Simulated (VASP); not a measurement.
# TiN in VASP: a series of runs

Runs on TiN. Level: PBE. Tasks: single point.

Program: VASP 6.6.1. These are calculated values, not measurements. Logs are shortened: lines on timing, memory, paths and dates and some standing lists are left out, and cuts for length are marked.

## 1. The cell of the first run

The cell holds a slab with vacuum, 8 atoms: a = 3.003 Å, b = 3.003 Å, c = 13.457 Å, α = 90.00°, β = 90.00°, γ = 90.00°.

## 2. Single point, PBE

Contents of INCAR:

```
SYSTEM = TiN
ALGO     = Normal         ! electronic algorithm
DIPOL    = 0.5 0.5 0.500
EDIFF    = 1E-6           ! SCF threshold, eV
ENCUT    = 520            ! plane-wave cutoff, eV
GGA      = PE             ! functional
IDIPOL   = 3            
ISIF     = 2              ! what is computed and relaxed
ISMEAR   = -1             ! smearing method
LASPH    = .True.         ! aspherical terms in the spheres
LCHARG   = .False.        ! write CHGCAR
LDIPOL   = .True.       
LREAL    = .False.        ! projectors in reciprocal space
LWAVE    = .False.        ! write WAVECAR
NBANDS   = 44             ! bands
NELM     = 60             ! most SCF steps
PREC     = Accurate       ! precision mode
SIGMA    = 0.08           ! smearing width, eV
```

Contents of KPOINTS:

```
k-points
0
Gamma
  12 12 1
  0 0 0
```

Contents of POSCAR:

```
TiN
1.0
    3.0032769431      0.0000000000      0.0000000000
    0.0000000000      3.0032769431      0.0000000000
    0.0000000000      0.0000000000     13.4572000000
Ti N
4 4
Direct
    0.0000000000      0.0000000000      0.2726995366
    0.5000000000      0.5000000000      0.4241554982
    0.0000000000      0.0000000000      0.5758445055
    0.5000000000      0.5000000000      0.7273004636
    0.5000000000      0.5000000000      0.2600833085
    0.0000000000      0.0000000000      0.4192043489
    0.5000000000      0.5000000000      0.5807956530
    0.0000000000      0.0000000000      0.7399166915
```

Potentials or basis: VASP PAW PBE potentials, release 64 (Ti_sv, N).

Started as:

```
> cat potpaw_PBE.64/Ti_sv/POTCAR potpaw_PBE.64/N/POTCAR > POTCAR
> mpirun -np 1 vasp_std > vasp.out
```

OUTCAR:

```text
SYSTEM = TiN
   EDIFF = 1E-6
   ENCUT = 520
   GGA = PE
   ISIF = 2
   ISMEAR = -1
   LASPH = .True.
   LREAL = .False.
   NELM = 60
   PREC = Accurate

 ion  position               nearest neighbor table
   1  0.000  0.000  0.273-   6 1.97   5 2.13   5 2.13   5 2.13   5 2.13
   2  0.500  0.500  0.424-   7 2.11   6 2.12   6 2.12   6 2.12   6 2.12   5 2.21
   3  0.000  0.000  0.576-   6 2.11   7 2.12   7 2.12   7 2.12   7 2.12   8 2.21
   4  0.500  0.500  0.727-   7 1.97   8 2.13   8 2.13   8 2.13   8 2.13
   5  0.500  0.500  0.260-   1 2.13   1 2.13   1 2.13   1 2.13   2 2.21
   6  0.000  0.000  0.419-   1 1.97   3 2.11   2 2.12   2 2.12   2 2.12   2 2.12
   7  0.500  0.500  0.581-   4 1.97   2 2.11   3 2.12   3 2.12   3 2.12   3 2.12
   8  0.000  0.000  0.740-   4 2.13   4 2.13   4 2.13   4 2.13   3 2.21

  LATTYP: Found a simple tetragonal cell.
 ALAT       =     3.0032769431
 C/A-ratio  =     4.4808388487

  Lattice vectors:

 A1 = (   3.0032769431,   0.0000000000,   0.0000000000)
 A2 = (   0.0000000000,   3.0032769431,   0.0000000000)
 A3 = (   0.0000000000,   0.0000000000,  13.4572000000)

Analysis of symmetry for initial positions (statically):
=====================================================================
 Subroutine PRICEL returns:
 Original cell was already a primitive cell.

 Routine SETGRP: Setting up the symmetry group for a
 simple tetragonal supercell.

 Subroutine GETGRP returns: Found 16 space group operations
 (whereof  8 operations were pure point group operations)
 out of a pool of 16 trial point group operations.

The static configuration has the point symmetry C_4v.
 The point group associated with its full space group is D_4h.

Analysis of symmetry for dynamics (positions and initial velocities):
=====================================================================
 Subroutine PRICEL returns:
 Original cell was already a primitive cell.

 Routine SETGRP: Setting up the symmetry group for a
 simple tetragonal supercell.

 Subroutine GETGRP returns: Found 16 space group operations
 (whereof  8 operations were pure point group operations)
 out of a pool of 16 trial point group operations.

The dynamic configuration has the point symmetry C_4v.
 The point group associated with its full space group is D_4h.

 Subroutine INISYM returns: Found 16 space group operations
 (whereof  8 operations are pure point group operations),
 and found     1 'primitive' translations

----------------------------------------------------------------------------------------

                                     Primitive cell

  volume of cell :     121.3795

  direct lattice vectors                    reciprocal lattice vectors
     3.003276943  0.000000000  0.000000000     0.332969626  0.000000000  0.000000000
     0.000000000  3.003276943  0.000000000     0.000000000  0.332969626  0.000000000
     0.000000000  0.000000000 13.457200000     0.000000000  0.000000000  0.074309663

  length of vectors
     3.003276943  3.003276943 13.457200000     0.332969626  0.332969626  0.074309663

  position of ions in fractional coordinates (direct lattice)
     0.000000000  0.000000000  0.272699537
     0.500000000  0.500000000  0.424155498
     0.000000000  0.000000000  0.575844506
     0.500000000  0.500000000  0.727300464
     0.500000000  0.500000000  0.260083309
     0.000000000  0.000000000  0.419204349
     0.500000000  0.500000000  0.580795653
     0.000000000  0.000000000  0.739916691

  ion indices of the primitive-cell ions
   primitive index   ion index
                 1           1
                 2           2
                 3           3
                 4           4
                 5           5
                 6           6
                 7           7
                 8           8

----------------------------------------------------------------------------------------

 KPOINTS: k-points

Automatic generation of k-mesh.
 Grid dimensions read from file:
 generate k-points for:   12   12    1

 Generating k-lattice:

  Cartesian coordinates                     Fractional coordinates (reciprocal lattice)
     0.027747469  0.000000000  0.000000000     0.083333333  0.000000000  0.000000000
     0.000000000  0.027747469  0.000000000     0.000000000  0.083333333  0.000000000
     0.000000000  0.000000000  0.074309663     0.000000000  0.000000000  1.000000000

  Length of vectors
     0.027747469  0.027747469  0.074309663

  Shift w.r.t. Gamma in fractional coordinates (k-lattice)
     0.000000000  0.000000000  0.000000000

 Subroutine IBZKPT returns following result:
 ===========================================

 Found     28 irreducible k-points:

 Following reciprocal coordinates:
            Coordinates               Weight
  0.000000  0.000000  0.000000      1.000000
  0.083333  0.000000  0.000000      4.000000
  0.166667  0.000000  0.000000      4.000000
  0.250000  0.000000  0.000000      4.000000
  0.333333  0.000000  0.000000      4.000000
  0.416667  0.000000  0.000000      4.000000
[... 16 lines left out ...]
  0.333333  0.333333  0.000000      4.000000
  0.416667  0.333333  0.000000      8.000000
 [... further k-points ...]
   k-points           NKPTS =     28   k-points in BZ     NKDIM =     28   number of bands    NBANDS=     44
   number of dos      NEDOS =    301   number of ions     NIONS =      8
   total plane-waves  NPLWV =  57600
   dimension x,y,z NGX =    24 NGY =   24 NGZ =  100
   dimension x,y,z NGXF=    48 NGYF=   48 NGZF=  200
   ions per type =               4   4
   NGX,Y,Z   is equivalent  to a cutoff of  13.29, 13.29, 12.35 a.u.
   NGXF,Y,Z  is equivalent  to a cutoff of  26.57, 26.57, 24.71 a.u.
 SYSTEM =  TiN
   PREC   = accura    normal or accurate (medium, high low for compatibility)
   ISTART =      0    job   : 0-new  1-cont  2-samecut
   ICHARG =      2    charge: 1-file 2-atom 10-const
   ISPIN  =      1    spin polarized calculation?
   LNONCOLLINEAR =      F non collinear calculations
   LSORBIT =      F    spin-orbit coupling
   LASPH  =      T    aspherical Exc in radial PAW
   ENCUT  =  520.0 eV  38.22 Ry    6.18 a.u.   5.58  5.58 25.02*2*pi/ulx,y,z
   NELM   =     60;   NELMIN=  2; NELMDL= -5     # of ELM steps
   EDIFF  = 0.1E-05   stopping-criterion for ELM
   LREAL  =      F    real-space projection
   EDIFFG = 0.1E-04   stopping-criterion for IOM
   NSW    =      0    number of steps for IOM
   IBRION =     -1    ionic relax: 0-MD 1-quasi-New 2-CG
   NFREE  =      0    steps in history (QN), initial steepest desc. (CG)
   ISIF   =      2    stress and relaxation
   ISYM   =      2    0-nonsym 1-usesym 2-fastsym
   POTIM  = 0.5000    time-step for ionic-motion
   TEBEG  =    0.0;   TEEND  =   0.0 temperature during run
   PSTRESS=    0.0 pullay stress
   NELECT =      68.0000    total number of electrons
   NUPDOWN=      -1.0000    fix difference up-down
   EMIN   =  10.00;   EMAX   =-10.00  energy-range for DOS
   EFERMI =   0.00;   METHOD = LEGACY
   ISMEAR =    -1;   SIGMA  =   0.08  broadening in eV -4-tet -1-fermi 0-gaus
   EFERMI_NEDOS =   21; number of points for ismear=-14 and -15
   IALGO  =     38    algorithm
   IMIX   =      4    mixing-type and parameters
     AMIX     =   0.40;   BMIX     =  1.00
     AMIX_MAG =   1.60;   BMIX_MAG =  1.00
  volume/ion in A,a.u.               =      15.17       102.39
  Fermi-wavevector in a.u.,A,eV,Ry     =   1.349572  2.550321 24.780888  1.821344
  Thomas-Fermi vector in A             =   2.477148
   LORBIT       =      0    0 simple, 1 ext, 2 COOP (PROOUT), +10 PAW based schemes
   GGA     = PE    functional components
   LHFCALC =     F    Hartree Fock is set to
   AEXX    =    0.0000 exact exchange contribution
   IVDW    =     0    specifies the selected vdW correction
   LEPSILON=     F    determine dielectric tensor
   LRPA    =     F    only Hartree local field effects (RPA)
 non-spin polarized calculation
  energy-cutoff  :      520.00
  volume of cell :      121.38
 maximum number of plane-waves:      3297
 NGX is ok and might be reduce to    24
   NGX = 11   NGY = 11   NGZ = 51

 number of electron      67.9999996 magnetization

 dipolmoment           0.000000      0.000000     -0.000000 electrons x Angstroem

 Free energy of the ion-electron system (eV)
  ---------------------------------------------------
  ext. energy  EPLUGINS =         0.00000000
  ---------------------------------------------------
  free energy    TOTEN  =       -77.13250923 eV

  energy without entropy =      -77.04132884  energy(sigma->0) =      -77.08691904

 E-fermi :   6.1673     XC(G=0):  -9.2268

 val. band max:        6.1378199895   @ k =   0.4167   0.4167   0.0000
 cond. band min:       6.1972763869   @ k =   0.1667   0.0833   0.0000
 fundamental gap:      0.0594563973
 Fermi energy:         6.1672888041

 k-point     1 :       0.0000    0.0000    0.0000
  band No.  band energies     occupation
      1     -51.7303      2.00000
      2     -51.7275      2.00000
      3     -51.5484      2.00000
      4     -51.4720      2.00000
      5     -28.2195      2.00000
      6     -28.1959      2.00000
[... 36 lines left out ...]
     43       7.3975      0.00000
     44       7.5460      0.00000

 k-point     2 :       0.0833    0.0000    0.0000
  band No.  band energies     occupation
      1     -51.7276      2.00000
      2     -51.7250      2.00000
      3     -51.5456      2.00000
      4     -51.4715      2.00000
      5     -28.2141      2.00000
      6     -28.1991      2.00000
[... 36 lines left out ...]
     43       7.7273      0.00000
     44       7.8887      0.00000

 k-point     3 :       0.1667    0.0000    0.0000
  band No.  band energies     occupation
      1     -51.7203      2.00000
      2     -51.7183      2.00000
      3     -51.5374      2.00000
      4     -51.4705      2.00000
      5     -28.2111      2.00000
      6     -28.2008      2.00000
[... 976 lines left out ...]
     43       8.5200      0.00000
     44       8.5492      0.00000

 k-point    24 :       0.4167    0.3333    0.0000
  band No.  band energies     occupation
      1     -51.6702      2.00000
      2     -51.6702      2.00000
      3     -51.4688      2.00000
      4     -51.4584      2.00000
      5     -28.1787      2.00000
      6     -28.1689      2.00000
[... 36 lines left out ...]
     43       8.5935      0.00000
     44       8.6641      0.00000

 [... further k-points ...]

------------------------ aborting loop because EDIFF is reached ----------------------------------------

 vacuum level on the upper side and lower side of the slab       (xc-potential included)        -1.451        -1.451

  FORCE on cell =-STRESS in cart. coord.  units (eV):
  Direction    XX          YY          ZZ          XY          YZ          ZX
  --------------------------------------------------------------------------------------
  -------------------------------------------------------------------------------------
  Total       -3.7362275     -3.7362275      0.2054344      0.0000000      0.0000000     -0.0000000
  in kB      -49.3172012    -49.3172012      2.7116789      0.0000000      0.0000000     -0.0000000
  external PRESSURE =     -31.9742412 kB  Pullay stress =       0.0000000 kB

 VOLUME and BASIS-vectors are now :
 -----------------------------------------------------------------------------
  energy-cutoff  :      520.00
  volume of cell :      121.38
      direct lattice vectors                 reciprocal lattice vectors
     3.003276943  0.000000000  0.000000000     0.332969626  0.000000000  0.000000000
     0.000000000  3.003276943  0.000000000     0.000000000  0.332969626  0.000000000
     0.000000000  0.000000000 13.457200000     0.000000000  0.000000000  0.074309663

 POSITION                                       TOTAL-FORCE (eV/Angst)
 -----------------------------------------------------------------------------------
      0.00000      0.00000      3.66977         0.000000     -0.000000     -0.021951
      1.50164      1.50164      5.70795         0.000000      0.000000     -0.009211
      0.00000      0.00000      7.74925         0.000000     -0.000000      0.009211
      1.50164      1.50164      9.78743        -0.000000     -0.000000      0.021951
      1.50164      1.50164      3.49999        -0.000000     -0.000000     -0.013523
      0.00000      0.00000      5.64132         0.000000      0.000000      0.010554
      1.50164      1.50164      7.81588         0.000000     -0.000000     -0.010554
      0.00000      0.00000      9.95721         0.000000      0.000000      0.013523
 -----------------------------------------------------------------------------------
    total drift:                                0.000000     -0.000000     -0.000161

  FREE ENERGIE OF THE ION-ELECTRON SYSTEM (eV)
  ---------------------------------------------------
  free  energy   TOTEN  =       -77.1325092327 eV

  energy  without entropy=      -77.0413288406  energy(sigma->0) =      -77.08691904

 vacuum level on the upper side and lower side of the slab         7.493         7.493
```

Wall time 5.1 min (1 thread of Intel Xeon 8259CL, shared host); peak memory 0.28 GiB.

Results:

```
Free energy            : -77.1325 eV
Largest force          : 0.022 eV/Å
Band gap on the k mesh : zero (bands 34 and 35 overlap by 2.15 eV)
```

Forces on the atoms (eV/Å):
```
Ti   0.000  0.000 -0.022
Ti   0.000  0.000 -0.009
Ti   0.000  0.000  0.009
Ti   0.000  0.000  0.022
N    0.000  0.000 -0.014
N    0.000  0.000  0.011
N    0.000  0.000 -0.011
N    0.000  0.000  0.014
```

Levels at points of the mesh, in eV from the Fermi level:
| k point | band 31 | band 32 | band 33 | band 34 | band 35 | band 36 | band 37 | band 38 |
| --- | --- | --- | --- | --- | --- | --- | --- | --- |
| (0.00, 0.00, 0.00) | -2.17 | -2.17 | -2.02 | -2.02 | -1.34 | -0.67 | -0.30 | -0.30 |
| (0.50, 0.00, 0.00) | -4.37 | -4.37 | 0.81 | 0.81 | 1.07 | 1.07 | 1.59 | 1.59 |
| (0.50, 0.50, 0.00) | -2.80 | -2.80 | -2.50 | -2.50 | -0.06 | -0.06 | 1.55 | 1.55 |

## 3. Single point, PBE

This run uses another cell than the first one.

Contents of INCAR:

```
ALGO     = Normal         # electronic algorithm
DIPOL    = 0.5 0.5 0.500
EDIFF    = 1E-6           # SCF threshold, eV
ENCUT    = 520            # plane-wave cutoff, eV
GGA      = PE             # functional
IDIPOL   = 3            
ISIF     = 2              # what is computed and relaxed
ISMEAR   = -1             # smearing method
LASPH    = True           # aspherical terms in the spheres
LCHARG   = False          # write CHGCAR
LDIPOL   = True         
LREAL    = False          # projectors in reciprocal space
LWAVE    = False          # write WAVECAR
NBANDS   = 44             # bands
NELM     = 60             # most SCF steps
PREC     = Accurate       # precision mode
SIGMA    = 0.08           # smearing width, eV
```

Contents of KPOINTS:

```
k-points
0
Gamma
  12 12 1
```

Contents of POSCAR:

```
TiN
1.0
    3.0032769431      0.0000000000      0.0000000000
    0.0000000000      3.0032769431      0.0000000000
    0.0000000000      0.0000000000     22.3709000000
Ti N
4 4
Direct
    0.0000000000      0.0000000000      0.3576071486
    0.5000000000      0.5000000000      0.4525357158
    0.0000000000      0.0000000000      0.5474642836
    0.5000000000      0.5000000000      0.6423928514
    0.5000000000      0.5000000000      0.3576071486
    0.0000000000      0.0000000000      0.4525357158
    0.5000000000      0.5000000000      0.5474642836
    0.0000000000      0.0000000000      0.6423928514
```

Potentials or basis: VASP PAW PBE potentials, release 64 (Ti_sv, N).

Started as:

```
> cat potpaw_PBE.64/Ti_sv/POTCAR potpaw_PBE.64/N/POTCAR > POTCAR
> mpirun -np 1 vasp_std > vasp.out
```

It took 10 min on 1 thread of Intel Xeon 8259CL, shared host; peak memory 0.41 GiB.

It converged, with:

| Item | Value |
| --- | --- |
| Free energy | -76.8141 eV |
| Largest force | 1.799 eV/Å |
| Band gap on the k mesh | zero (bands 34 and 35 overlap by 2.30 eV) |

Forces on the atoms (eV/Å):
```
Ti   0.000  0.000  1.799
Ti   0.000  0.000 -0.108
Ti   0.000  0.000  0.108
Ti   0.000  0.000 -1.799
N    0.000  0.000 -1.117
N    0.000  0.000 -0.747
N    0.000  0.000  0.747
N    0.000  0.000  1.117
```

Levels at points of the mesh, in eV from the Fermi level:
| k point | band 31 | band 32 | band 33 | band 34 | band 35 | band 36 | band 37 | band 38 |
| --- | --- | --- | --- | --- | --- | --- | --- | --- |
| (0.00, 0.00, 0.00) | -2.37 | -2.14 | -1.95 | -1.95 | -1.39 | -0.79 | -0.18 | 0.05 |
| (0.50, 0.00, 0.00) | -4.57 | -4.57 | 0.92 | 0.92 | 1.09 | 1.09 | 1.50 | 1.50 |
| (0.50, 0.50, 0.00) | -2.93 | -2.93 | -1.98 | -1.98 | -0.42 | -0.42 | 1.12 | 1.12 |

## 4. Single point, PBE

This run uses another cell than the first one.

Contents of INCAR:

```
PREC     = Accurate       # precision mode
ENCUT    = 520            # plane-wave cutoff, eV
EDIFF    = 1E-6           # SCF threshold, eV
ISMEAR   = -1             # smearing method
SIGMA    = 0.08           # smearing width, eV
LREAL    = F              # projectors in reciprocal space
LASPH    = T              # aspherical terms in the spheres
NELM     = 60             # most SCF steps
ALGO     = Normal         # electronic algorithm
ISIF     = 2              # what is computed and relaxed
LWAVE    = F              # write WAVECAR
LCHARG   = T              # write CHGCAR
LDIPOL   = T            
IDIPOL   = 3            
DIPOL    = 0.5 0.5 0.500
GGA      = PE             # functional
LELF     = T              # ELF
LVHAR    = T            
LVACPOTAV= T            
NBANDS   = 44             # bands
```

Contents of KPOINTS:

```
Automatic mesh
0
Gamma
  12 12 1
```

Contents of POSCAR:

```
TiN
1.0
    3.0032769431      0.0000000000      0.0000000000
    0.0000000000      3.0032769431      0.0000000000
    0.0000000000      0.0000000000     22.3709000000
Ti N
4 4
Direct
    0.0000000000      0.0000000000      0.3632675570
    0.5000000000      0.5000000000      0.4543757899
    0.0000000000      0.0000000000      0.5456242112
    0.5000000000      0.5000000000      0.6367324420
    0.5000000000      0.5000000000      0.3556782734
    0.0000000000      0.0000000000      0.4513974293
    0.5000000000      0.5000000000      0.5486025707
    0.0000000000      0.0000000000      0.6443217254
```

Started as:

```
> cat potpaw_PBE.64/Ti_sv/POTCAR potpaw_PBE.64/N/POTCAR > POTCAR
> mpirun -np 1 vasp_std > vasp.out
```

Wall time 11 min (1 thread of Intel Xeon 8259CL, shared host); peak memory 0.41 GiB.

It converged, with:

| Quantity | Value |
| --- | --- |
| Free energy | -77.1398 eV |
| Largest force | 0.027 eV/Å |
| Band gap on the k mesh | zero (bands 34 and 35 overlap by 2.15 eV) |

Forces on the atoms (eV/Å):
```
Ti   0.000  0.000 -0.027
Ti   0.000  0.000 -0.006
Ti   0.000  0.000  0.006
Ti   0.000  0.000  0.027
N    0.000  0.000 -0.012
N    0.000  0.000  0.011
N    0.000  0.000 -0.011
N    0.000  0.000  0.012
```

Levels at points of the mesh, in eV from the Fermi level:
```tsv
k point	band 32	band 33	band 34	band 35	band 36	band 37
(0.00, 0.00, 0.00)	-2.17	-2.02	-2.02	-1.34	-0.67	-0.30
(0.50, 0.00, 0.00)	-4.36	0.81	0.81	1.07	1.07	1.59
(0.50, 0.50, 0.00)	-2.80	-2.50	-2.50	-0.06	-0.06	1.55
```

## 5. Summary

| cell | gap on the mesh (eV) | largest force (eV/Å) |
| --- | --- | --- |
| a = 3.003, b = 3.003, c = 13.457 Å, 8 atoms, atomic positions A | none | 0.02 |
| a = 3.003, b = 3.003, c = 22.371 Å, 8 atoms, atomic positions B | none | 1.80 |
| a = 3.003, b = 3.003, c = 22.371 Å, 8 atoms, atomic positions A | none | 0.03 |

Alike in all rows: task single point; level PBE; potentials or basis VASP PAW PBE potentials, release 64 (Ti_sv, N); no spin polarisation; k mesh 12 × 12 × 1; cutoff (eV) 520; smearing fermi-dirac 0.08 eV.

Absolute energies hang on the potentials; compare differences alone.
